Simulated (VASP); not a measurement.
# DyNi3B2 in VASP: density of states with PBE

Aim: the density of states of DyNi3B2 with PBE.

Everything below comes from runs of VASP 6.6.1. Logs are shortened: lines on timing, memory, paths and dates and some standing lists are left out, and cuts for length are marked.

**1. The cell of the first run**

The typed cell holds 6 atoms: a = 5.017 Å, b = 5.017 Å, c = 3.005 Å, α = 90.00°, β = 90.00°, γ = 120.00°.

**2. Density of states, PBE**

The input, POSCAR:

```
DyNi3B2
1.0
    5.0167631900      0.0000000000      0.0000000000
   -2.5083820900      4.3446491600      0.0000000000
    0.0000000000      0.0000000000      3.0052740900
Dy B Ni
1 2 3
Direct
    0.0000000000      0.0000000000      0.0000000000
    0.3333000000      0.6667000000      0.0000000000
    0.6666000000      0.3333000000      0.0000000000
    0.5000000000      0.0000000000      0.5000000000
    0.5000000000      0.5000000000      0.5000000000
    0.0000000000      0.5000000000      0.5000000000
```

The input, INCAR.step1:

```
ALGO = Normal
EDIFF = 1E-7
ENCUT = 520
GGA = PE
ISIF = 2
ISMEAR = -1
LASPH = True
LCHARG = True
LMAXMIX = 6
LREAL = False
LWAVE = False
NBANDS = 37
NELM = 100
PREC = Accurate
SIGMA = 0.0492
```

The input, KPOINTS.step1:

```
k-points
0
Gamma
  6 6 8
```

The input, INCAR.step2:

```
ALGO = Normal
EDIFF = 1E-7
ENCUT = 520
GGA = PE
ICHARG = 11
ISIF = 2
ISMEAR = -5
LASPH = True
LCHARG = False
LMAXMIX = 6
LORBIT = 11
LREAL = False
LWAVE = False
NEDOS = 2001
NELM = 100
PREC = Accurate
SIGMA = 0.0492
```

The input, KPOINTS.step2:

```
k-points
0
Gamma
  9 9 12
```

Potentials or basis: VASP PAW PBE potentials, release 64 (Dy, B, Ni).

The run is started by

```sh
cat potpaw_PBE.64/Dy/POTCAR potpaw_PBE.64/B/POTCAR potpaw_PBE.64/Ni/POTCAR > POTCAR
cp INCAR.step1 INCAR
cp KPOINTS.step1 KPOINTS
mpirun -np 1 vasp_std > vasp.out
cp INCAR.step2 INCAR
cp KPOINTS.step2 KPOINTS
mpirun -np 1 vasp_std > vasp.out
```

OUTCAR:

```text
EDIFF = 1E-7
   ENCUT = 520
   GGA = PE
   ICHARG = 11
   ISIF = 2
   ISMEAR = -5
   LASPH = True
   LORBIT = 11
   LREAL = False
   NELM = 100
   PREC = Accurate

 ion  position               nearest neighbor table
   1  0.000  0.000  0.000-   4 2.92   4 2.92   4 2.92   4 2.92   5 2.92   5 2.92   5 2.92   5 2.92
                             6 2.92   6 2.92   6 2.92   6 2.92
   2  0.333  0.667  0.000-   6 2.09   6 2.09   4 2.09   4 2.09   5 2.09   5 2.09
   3  0.667  0.333  0.000-   5 2.09   5 2.09   4 2.09   4 2.09   6 2.09   6 2.09
   4  0.500  0.000  0.500-   2 2.09   2 2.09   3 2.09   3 2.09   6 2.51   6 2.51   5 2.51   5 2.51
                             1 2.92   1 2.92   1 2.92   1 2.92
   5  0.500  0.500  0.500-   3 2.09   3 2.09   2 2.09   2 2.09   6 2.51   6 2.51   4 2.51   4 2.51
                             1 2.92   1 2.92   1 2.92   1 2.92
   6  0.000  0.500  0.500-   2 2.09   2 2.09   3 2.09   3 2.09   5 2.51   5 2.51   4 2.51   4 2.51
                             1 2.92   1 2.92   1 2.92   1 2.92

  LATTYP: Found a hexagonal cell.
 ALAT       =     5.0167631900
 C/A-ratio  =     0.5990464322

  Lattice vectors:

 A1 = (   5.0167631900,   0.0000000000,   0.0000000000)
 A2 = (  -2.5083820900,   4.3446491600,   0.0000000000)
 A3 = (   0.0000000000,   0.0000000000,   3.0052740900)

Analysis of symmetry for initial positions (statically):
=====================================================================
 Subroutine PRICEL returns:
 Original cell was already a primitive cell.

 Routine SETGRP: Setting up the symmetry group for a
 hexagonal supercell.

 Subroutine GETGRP returns: Found  4 space group operations
 (whereof  4 operations were pure point group operations)
 out of a pool of 24 trial point group operations.

The static configuration has the point symmetry C_2v.

Analysis of symmetry for dynamics (positions and initial velocities):
=====================================================================
 Subroutine PRICEL returns:
 Original cell was already a primitive cell.

 Routine SETGRP: Setting up the symmetry group for a
 hexagonal supercell.

 Subroutine GETGRP returns: Found  4 space group operations
 (whereof  4 operations were pure point group operations)
 out of a pool of 24 trial point group operations.

The dynamic configuration has the point symmetry C_2v.

 Subroutine INISYM returns: Found  4 space group operations
 (whereof  4 operations are pure point group operations),
 and found     1 'primitive' translations

[... 115 lines left out ...]
   NELECT =      56.0000    total number of electrons
   NUPDOWN=      -1.0000    fix difference up-down
   EMIN   =  10.00;   EMAX   =-10.00  energy-range for DOS
   EFERMI =   0.00;   METHOD = LEGACY
   ISMEAR =    -5;   SIGMA  =   0.05  broadening in eV -4-tet -1-fermi 0-gaus
   EFERMI_NEDOS =   21; number of points for ismear=-14 and -15
   IALGO  =     38    algorithm
   IMIX   =      4    mixing-type and parameters
     AMIX     =   0.40;   BMIX     =  1.00
     AMIX_MAG =   1.60;   BMIX_MAG =  1.00
  volume/ion in A,a.u.               =      10.92        73.67
  Fermi-wavevector in a.u.,A,eV,Ry     =   1.553758  2.936177 32.846694  2.414164
  Thomas-Fermi vector in A             =   2.657943
   LORBIT       =     11    0 simple, 1 ext, 2 COOP (PROOUT), +10 PAW based schemes
   GGA     = PE    functional components
   LHFCALC =     F    Hartree Fock is set to
   AEXX    =    0.0000 exact exchange contribution
   IVDW    =     0    specifies the selected vdW correction
   LEPSILON=     F    determine dielectric tensor
   LRPA    =     F    only Hartree local field effects (RPA)
 non-spin polarized calculation
 Fermi weights with tetrahedron method with Bloechl corrections
  energy-cutoff  :      520.00
  volume of cell :       65.50
 maximum number of plane-waves:      1788
 NGX is ok and might be reduce to    40

 number of electron      55.9999984 magnetization

 Free energy of the ion-electron system (eV)
  ---------------------------------------------------
  ext. energy  EPLUGINS =         0.00000000
  ---------------------------------------------------
  free energy    TOTEN  =       -36.19639766 eV

  energy without entropy =      -36.19639766  energy(sigma->0) =      -36.19639766

 E-fermi :   7.8606     XC(G=0): -12.8642

 val. band max:        7.8652019167   @ k =   0.3333   0.3333   0.0833
 cond. band min:       7.8546761217   @ k =  -0.4444   0.2222   0.1667
 fundamental gap:     -0.0105257950
 Fermi energy:         7.8606481583

 k-point     1 :       0.0000    0.0000    0.0000
  band No.  band energies     occupation
      1     -36.8986      2.00000
      2     -13.2124      2.00000
      3     -13.2123      2.00000
      4     -12.4561      2.00000
      5      -3.4395      2.00000
      6       1.3103      2.00000
[... 853 lines left out ...]
     32       8.6947      0.00000
     33      10.8293      0.00000

 [... further k-points ...]
[... 5 lines left out ...]
  --------------------------------------------------------------------------------------
  -------------------------------------------------------------------------------------
  Total       -3.6588987     -3.6330309     -2.5552061      0.0000004      0.0000000      0.0000000
  in kB      -89.4949568    -88.8622443    -62.4991516      0.0000101      0.0000000      0.0000000
  external PRESSURE =     -80.2854509 kB  Pullay stress =       0.0000000 kB

 VOLUME and BASIS-vectors are now :
 -----------------------------------------------------------------------------
  energy-cutoff  :      520.00
  volume of cell :       65.50
      direct lattice vectors                 reciprocal lattice vectors
     5.016763190  0.000000000  0.000000000     0.199331713  0.115084114  0.000000000
    -2.508382090  4.344649160  0.000000000     0.000000000  0.230168182  0.000000000
     0.000000000  0.000000000  3.005274090     0.000000000  0.000000000  0.332748352

 POSITION                                       TOTAL-FORCE (eV/Angst)
 -----------------------------------------------------------------------------------
      0.00000      0.00000      0.00000        -0.000638      0.000000      0.000000
     -0.00025      2.89658      0.00000         0.001295      0.001013      0.000000
      2.50813      1.44807      0.00000         0.001295     -0.001013      0.000000
      2.50838      0.00000      1.50264        -0.000338      0.000000      0.000000
      1.25419      2.17232      1.50264        -0.000807      0.000270      0.000000
     -1.25419      2.17232      1.50264        -0.000807     -0.000270      0.000000
 -----------------------------------------------------------------------------------
    total drift:                               -0.000015      0.000000     -0.000000

  FREE ENERGIE OF THE ION-ELECTRON SYSTEM (eV)
  ---------------------------------------------------
  free  energy   TOTEN  =       -36.1963976628 eV

  energy  without entropy=      -36.1963976628  energy(sigma->0) =      -36.19639766

 total charge

# of ion       s       p       d       f       tot
--------------------------------------------------
    1        2.110   5.883   0.558   9.522  18.073
    2        0.703   1.056   0.000   0.000   1.759
    3        0.703   1.056   0.000   0.000   1.759
    4        0.529   0.650   8.393   0.000   9.572
    5        0.529   0.650   8.393   0.000   9.572
    6        0.529   0.650   8.393   0.000   9.572
--------------------------------------------------
tot          5.102   9.946  25.737   9.522  50.307
```

OUTCAR.step1:

```text
EDIFF = 1E-7
   ENCUT = 520
   GGA = PE
   ISIF = 2
[... 1202 lines left out ...]
      2.50813      1.44807      0.00000         0.001312      0.001100      0.000000
      2.50838      0.00000      1.50264        -0.000344      0.000000      0.000000
      1.25419      2.17232      1.50264        -0.000814      0.000271      0.000000
     -1.25419      2.17232      1.50264        -0.000814     -0.000271      0.000000
 -----------------------------------------------------------------------------------
    total drift:                                0.000001      0.000000     -0.000000

  FREE ENERGIE OF THE ION-ELECTRON SYSTEM (eV)
  ---------------------------------------------------
  free  energy   TOTEN  =       -36.3381683583 eV

  energy  without entropy=      -36.0722241416  energy(sigma->0) =      -36.20519625
```

OSZICAR.step1:

```text
N       E                     dE             d eps       ncg     rms          rms(c)
DAV:   1     0.367270419678E+03    0.36727E+03   -0.22479E+04  6633   0.722E+03
DAV:   2     0.228565847318E+02   -0.34441E+03   -0.32381E+03  6107   0.631E+02
[... 47 lines left out ...]
DAV:  50    -0.363381910977E+02   -0.15791E-04   -0.15639E-04  8986   0.189E-01    0.625E-01
DAV:  51    -0.363381741556E+02    0.16942E-04   -0.21238E-04  7859   0.226E-01    0.650E-01
DAV:  52    -0.363381682300E+02    0.59256E-05   -0.35814E-05  8652   0.942E-02    0.276E-01
DAV:  53    -0.363381684833E+02   -0.25331E-06   -0.13459E-06  7124   0.109E-02    0.110E-01
DAV:  54    -0.363381683594E+02    0.12387E-06   -0.56596E-07  4032   0.127E-02    0.424E-02
DAV:  55    -0.363381683583E+02    0.10714E-08   -0.31221E-07  4780   0.878E-03
   1 F= -.36338168E+02 E0= -.36205196E+02  d E =-.265944E+00
```

Run time: 17 min. Hardware: 1 thread of Intel Xeon Platinum 8259CL at 2.50GHz (Skylake/Cascade Lake), shared host; peak memory 0.5 GiB.

Results:

| Item | Value |
| --- | --- |
| Valence electrons inside the program's atomic spheres | Dy 18.07; B 1.76; Ni 9.57 |

Caveat: spin-orbit coupling is left out, which moves the levels of the heavy elements; without U or exact exchange the open f shell lies at the Fermi level, which spoils levels, moments and volumes; tetrahedron occupations give inexact forces and stress in metals. Spin polarisation is off, so any magnetic state and its effect on volume and gap are missing.
